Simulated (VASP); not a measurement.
# LiZn2P2 in VASP: single point with PBE

Aim: the single point of LiZn2P2 with PBE.

Program: VASP 6.6.1. These are calculated values, not measurements. Logs are shortened: lines on timing, memory, paths and dates and some standing lists are left out, and cuts for length are marked.

## Step 1: The cell of the first run

The typed cell holds 5 atoms: a = 3.802 Å, b = 3.802 Å, c = 6.404 Å, α = 90.00°, β = 90.00°, γ = 120.00°.

## Step 2: Single point, PBE

INCAR

```
PREC = Accurate ; ENCUT = 520
EDIFF = 1E-6 ; ISMEAR = -1
SIGMA = 0.0209 ; LREAL = False
LASPH = True ; NELM = 80
ALGO = Normal ; ISIF = 2
LWAVE = False ; LCHARG = False
GGA = PE ; NBANDS = 26
```

KPOINTS

```
Automatic mesh
0
Gamma
  10 10 5
```

POSCAR

```
LiZn2P2
1.0
    3.8019850000      0.0000000000      0.0000000000
   -1.9009920000      3.2926180000      0.0000000000
    0.0000000000      0.0000000000      6.4036310000
P Li Zn
2 1 2
Direct
    0.3333000000      0.6667000000      0.2583000000
    0.6667000000      0.3333000000      0.7417000000
    0.0000000000      0.0000000000      0.0000000000
    0.3333000000      0.6667000000      0.6303000000
    0.6667000000      0.3333000000      0.3697000000
```

Potentials or basis: VASP PAW PBE potentials, release 64 (P, Li_sv, Zn).

Launch:

```sh
$ cat potpaw_PBE.64/P/POTCAR potpaw_PBE.64/Li_sv/POTCAR potpaw_PBE.64/Zn/POTCAR > POTCAR
$ mpirun -np 1 vasp_std > vasp.out
```

OUTCAR:

```text
PREC = Accurate
   ENCUT = 520
   EDIFF = 1E-6
   ISMEAR = -1
   LREAL = False
   LASPH = True
   NELM = 80
   ISIF = 2
   GGA = PE

 ion  position               nearest neighbor table
   1  0.333  0.667  0.258-   5 2.31   5 2.31   5 2.31   4 2.38   3 2.75   3 2.75   3 2.75
   2  0.667  0.333  0.742-   4 2.31   4 2.31   4 2.31   5 2.38   3 2.75   3 2.75   3 2.75
   3  0.000  0.000  0.000-   1 2.75   2 2.75   2 2.75   1 2.75   2 2.75   1 2.75
   4  0.333  0.667  0.630-   2 2.31   2 2.31   2 2.31   1 2.38   5 2.76   5 2.76   5 2.76
   5  0.667  0.333  0.370-   1 2.31   1 2.31   1 2.31   2 2.38   4 2.76   4 2.76   4 2.76

  LATTYP: Found a hexagonal cell.
 ALAT       =     3.8019850000
 C/A-ratio  =     1.6842862347

  Lattice vectors:

 A1 = (   3.8019850000,   0.0000000000,   0.0000000000)
 A2 = (  -1.9009920000,   3.2926180000,   0.0000000000)
 A3 = (   0.0000000000,   0.0000000000,   6.4036310000)

Analysis of symmetry for initial positions (statically):
=====================================================================
 Subroutine PRICEL returns:
 Original cell was already a primitive cell.

 Routine SETGRP: Setting up the symmetry group for a
 hexagonal supercell.

 Subroutine GETGRP returns: Found  4 space group operations
 (whereof  4 operations were pure point group operations)
 out of a pool of 24 trial point group operations.

The static configuration has the point symmetry C_2h.

Analysis of symmetry for dynamics (positions and initial velocities):
=====================================================================
 Subroutine PRICEL returns:
 Original cell was already a primitive cell.

 Routine SETGRP: Setting up the symmetry group for a
 hexagonal supercell.

 Subroutine GETGRP returns: Found  4 space group operations
 (whereof  4 operations were pure point group operations)
 out of a pool of 24 trial point group operations.

The dynamic configuration has the point symmetry C_2h.

 Subroutine INISYM returns: Found  4 space group operations
 (whereof  4 operations are pure point group operations),
 and found     1 'primitive' translations

----------------------------------------------------------------------------------------

                                     Primitive cell

  volume of cell :      80.1638

  direct lattice vectors                    reciprocal lattice vectors
     3.801985000  0.000000000  0.000000000     0.263020501  0.151854806  0.000000000
    -1.900992000  3.292618000  0.000000000     0.000000000  0.303709692  0.000000000
     0.000000000  0.000000000  6.403631000     0.000000000  0.000000000  0.156161403

  length of vectors
     3.801985000  3.801986833  6.403631000     0.303709839  0.303709692  0.156161403

  position of ions in fractional coordinates (direct lattice)
     0.333300000  0.666700000  0.258300000
     0.666700000  0.333300000  0.741700000
     0.000000000  0.000000000  0.000000000
     0.333300000  0.666700000  0.630300000
     0.666700000  0.333300000  0.369700000

  ion indices of the primitive-cell ions
   primitive index   ion index
                 1           1
                 2           2
                 3           3
                 4           4
                 5           5

----------------------------------------------------------------------------------------

 KPOINTS: Automatic mesh

Automatic generation of k-mesh.
 Grid dimensions read from file:
 generate k-points for:   10   10    5

 Generating k-lattice:

  Cartesian coordinates                     Fractional coordinates (reciprocal lattice)
     0.026302050  0.015185481  0.000000000     0.100000000  0.000000000  0.000000000
     0.000000000  0.030370969  0.000000000     0.000000000  0.100000000  0.000000000
     0.000000000  0.000000000  0.031232281     0.000000000  0.000000000  0.200000000

  Length of vectors
     0.030370984  0.030370969  0.031232281

  Shift w.r.t. Gamma in fractional coordinates (k-lattice)
     0.000000000  0.000000000  0.000000000

 Subroutine IBZKPT returns following result:
 ===========================================

 Found    141 irreducible k-points:

 Following reciprocal coordinates:
            Coordinates               Weight
  0.000000  0.000000  0.000000      1.000000
  0.100000 -0.000000  0.000000      4.000000
 -0.100000  0.100000  0.000000      2.000000
  0.200000 -0.000000  0.000000      4.000000
 -0.200000  0.200000  0.000000      2.000000
  0.300000 -0.000000  0.000000      4.000000
[... 16 lines left out ...]
  0.200000  0.200000  0.000000      2.000000
 -0.200000  0.400000  0.000000      4.000000
 [... further k-points ...]
   k-points           NKPTS =    141   k-points in BZ     NKDIM =    141   number of bands    NBANDS=     26
   number of dos      NEDOS =    301   number of ions     NIONS =      5
   total plane-waves  NPLWV =  37632
   dimension x,y,z NGX =    28 NGY =   28 NGZ =   48
   dimension x,y,z NGXF=    56 NGYF=   56 NGZF=   96
   ions per type =               2   1   2
   NGX,Y,Z   is equivalent  to a cutoff of  12.24, 12.24, 12.46 a.u.
   NGXF,Y,Z  is equivalent  to a cutoff of  24.49, 24.49, 24.92 a.u.
 SYSTEM =  unknown system
   PREC   = accura    normal or accurate (medium, high low for compatibility)
   ISTART =      0    job   : 0-new  1-cont  2-samecut
   ICHARG =      2    charge: 1-file 2-atom 10-const
   ISPIN  =      1    spin polarized calculation?
   LNONCOLLINEAR =      F non collinear calculations
   LSORBIT =      F    spin-orbit coupling
   LASPH  =      T    aspherical Exc in radial PAW
   ENCUT  =  520.0 eV  38.22 Ry    6.18 a.u.   7.07  7.07 11.91*2*pi/ulx,y,z
   NELM   =     80;   NELMIN=  2; NELMDL= -5     # of ELM steps
   EDIFF  = 0.1E-05   stopping-criterion for ELM
   LREAL  =      F    real-space projection
   EDIFFG = 0.1E-04   stopping-criterion for IOM
   NSW    =      0    number of steps for IOM
   IBRION =     -1    ionic relax: 0-MD 1-quasi-New 2-CG
   NFREE  =      0    steps in history (QN), initial steepest desc. (CG)
   ISIF   =      2    stress and relaxation
   ISYM   =      2    0-nonsym 1-usesym 2-fastsym
   POTIM  = 0.5000    time-step for ionic-motion
   TEBEG  =    0.0;   TEEND  =   0.0 temperature during run
   PSTRESS=    0.0 pullay stress
   NELECT =      37.0000    total number of electrons
   NUPDOWN=      -1.0000    fix difference up-down
   EMIN   =  10.00;   EMAX   =-10.00  energy-range for DOS
   EFERMI =   0.00;   METHOD = LEGACY
   ISMEAR =    -1;   SIGMA  =   0.02  broadening in eV -4-tet -1-fermi 0-gaus
   EFERMI_NEDOS =   21; number of points for ismear=-14 and -15
   IALGO  =     38    algorithm
   IMIX   =      4    mixing-type and parameters
     AMIX     =   0.40;   BMIX     =  1.00
     AMIX_MAG =   1.60;   BMIX_MAG =  1.00
  volume/ion in A,a.u.               =      16.03       108.19
  Fermi-wavevector in a.u.,A,eV,Ry     =   1.265171  2.390827 21.778286  1.600659
  Thomas-Fermi vector in A             =   2.398439
   LORBIT       =      0    0 simple, 1 ext, 2 COOP (PROOUT), +10 PAW based schemes
   GGA     = PE    functional components
[... 5 lines left out ...]
 non-spin polarized calculation
  energy-cutoff  :      520.00
  volume of cell :       80.16
 maximum number of plane-waves:      2176
   NGX = 15   NGY = 15   NGZ = 23

 number of electron      36.9999962 magnetization

 Free energy of the ion-electron system (eV)
  ---------------------------------------------------
  ext. energy  EPLUGINS =         0.00000000
  ---------------------------------------------------
  free energy    TOTEN  =       -16.01730595 eV

  energy without entropy =      -16.01490137  energy(sigma->0) =      -16.01610366

 E-fermi :   3.6570     XC(G=0): -10.1566

 val. band max:        3.6519009071   @ k =   0.2000   0.1000   0.0000
 cond. band min:       3.6795580237   @ k =   0.1000  -0.0000   0.2000
 fundamental gap:      0.0276571166
 Fermi energy:         3.6569674777

 k-point     1 :       0.0000    0.0000    0.0000
  band No.  band energies     occupation
      1     -42.1237      2.00000
      2      -8.4895      2.00000
      3      -6.9690      2.00000
      4      -3.7516      2.00000
      5      -3.7513      2.00000
      6      -3.6525      2.00000
[... 18 lines left out ...]
     25       9.6353      0.00000
     26       9.6372      0.00000

 k-point     2 :       0.1000   -0.0000    0.0000
  band No.  band energies     occupation
      1     -42.1236      2.00000
      2      -8.3897      2.00000
      3      -6.9058      2.00000
      4      -3.7626      2.00000
      5      -3.7296      2.00000
      6      -3.6567      2.00000
[... 18 lines left out ...]
     25       9.4819      0.00000
     26       9.8431      0.00000

 k-point     3 :      -0.1000    0.1000    0.0000
  band No.  band energies     occupation
      1     -42.1236      2.00000
      2      -8.3897      2.00000
      3      -6.9058      2.00000
      4      -3.7623      2.00000
      5      -3.7298      2.00000
      6      -3.6567      2.00000
[... 18 lines left out ...]
     25       9.4813      0.00000
     26       9.8442      0.00000

 k-point     4 :       0.2000   -0.0000    0.0000
  band No.  band energies     occupation
      1     -42.1234      2.00000
      2      -8.1032      2.00000
      3      -6.7390      2.00000
      4      -3.7781      2.00000
      5      -3.6691      2.00000
      6      -3.6575      2.00000
[... 18 lines left out ...]
     25       9.9396      0.00000
     26      10.4941      0.00000
[... 496 lines left out ...]
      1     -42.1229      2.00000
      2      -7.0124      2.00000
      3      -6.4072      2.00000
      4      -3.6391      2.00000
      5      -3.5448      2.00000
      6      -3.4985      2.00000
[... 18 lines left out ...]
     25      11.0094      0.00000
     26      12.3583      0.00000

 k-point    23 :       0.2000    0.2000    0.0000
  band No.  band energies     occupation
      1     -42.1231      2.00000
      2      -7.4480      2.00000
      3      -6.4633      2.00000
      4      -3.7237      2.00000
      5      -3.6430      2.00000
      6      -3.5071      2.00000
[... 18 lines left out ...]
     25      10.6335      0.00000
     26      11.1256      0.00000

 k-point    24 :      -0.2000    0.4000    0.0000
  band No.  band energies     occupation
      1     -42.1231      2.00000
      2      -7.4482      2.00000
      3      -6.4633      2.00000
      4      -3.7238      2.00000
      5      -3.6428      2.00000
      6      -3.5072      2.00000
[... 18 lines left out ...]
     25      10.6322      0.00000
     26      11.1261      0.00000

 [... further k-points ...]

------------------------ aborting loop because EDIFF is reached ----------------------------------------

  FORCE on cell =-STRESS in cart. coord.  units (eV):
  Direction    XX          YY          ZZ          XY          YZ          ZX
  --------------------------------------------------------------------------------------
  -------------------------------------------------------------------------------------
  Total        4.6167478      4.6251767      4.4222425      0.0072945      0.0023596     -0.0040869
  in kB       92.2717347     92.4401973     88.3842922      0.1457901      0.0471588     -0.0816819
  external PRESSURE =      91.0320748 kB  Pullay stress =       0.0000000 kB

 VOLUME and BASIS-vectors are now :
 -----------------------------------------------------------------------------
  energy-cutoff  :      520.00
  volume of cell :       80.16
      direct lattice vectors                 reciprocal lattice vectors
     3.801985000  0.000000000  0.000000000     0.263020501  0.151854806  0.000000000
    -1.900992000  3.292618000  0.000000000     0.000000000  0.303709692  0.000000000
     0.000000000  0.000000000  6.403631000     0.000000000  0.000000000  0.156161403

 POSITION                                       TOTAL-FORCE (eV/Angst)
 -----------------------------------------------------------------------------------
     -0.00019      2.19519      1.65406         0.003237     -0.001869     -1.254058
      1.90118      1.09743      4.74957        -0.003237      0.001869      1.254058
      0.00000      0.00000      0.00000         0.000000      0.000000      0.000000
     -0.00019      2.19519      4.03621         0.003223     -0.001861      0.331095
      1.90118      1.09743      2.36742        -0.003223      0.001861     -0.331095
 -----------------------------------------------------------------------------------
    total drift:                                0.000000      0.000000      0.000000

  FREE ENERGIE OF THE ION-ELECTRON SYSTEM (eV)
  ---------------------------------------------------
  free  energy   TOTEN  =       -16.0173059506 eV

  energy  without entropy=      -16.0149013654  energy(sigma->0) =      -16.01610366
```

It took 3 min on 1 thread of Intel Xeon Platinum 8259CL at 2.50GHz (Skylake/Cascade Lake), shared host; peak memory 0.37 GiB.

Results:

```yaml
Free_energy: -16.0173 eV
Largest_force: 1.254 eV/Å
Band_gap_on_the_k_mesh: zero (an odd number of electrons rules out a gap without spin polarisation)
```

Forces in eV/Å, atoms in the order of the input:
```
P    0.003 -0.002 -1.254
P   -0.003  0.002  1.254
Li   0.000  0.000  0.000
Zn   0.003 -0.002  0.331
Zn  -0.003  0.002 -0.331
```

Levels at points of the mesh, in eV from the Fermi level:
| k point | band 17 | band 18 | band 19 | band 20 | band 21 | band 22 |
| --- | --- | --- | --- | --- | --- | --- |
| (0.00, 0.00, 0.00) | 0.88 | 1.06 | 1.06 | 2.71 | 3.89 | 5.15 |
| (0.50, 0.00, 0.00) | -2.17 | -1.16 | -0.11 | 2.53 | 3.80 | 4.80 |
| (0.50, 0.50, 0.00) | -2.17 | -1.16 | -0.11 | 2.53 | 3.79 | 4.80 |

Caveat: the cutoff is under 1.25 times the usual one of these potentials, so pressure, stress and relaxed cells hold a basis-set (Pulay) error; forces of over 1 eV/Å act on the atoms, so gaps and moduli don't describe the material at rest.
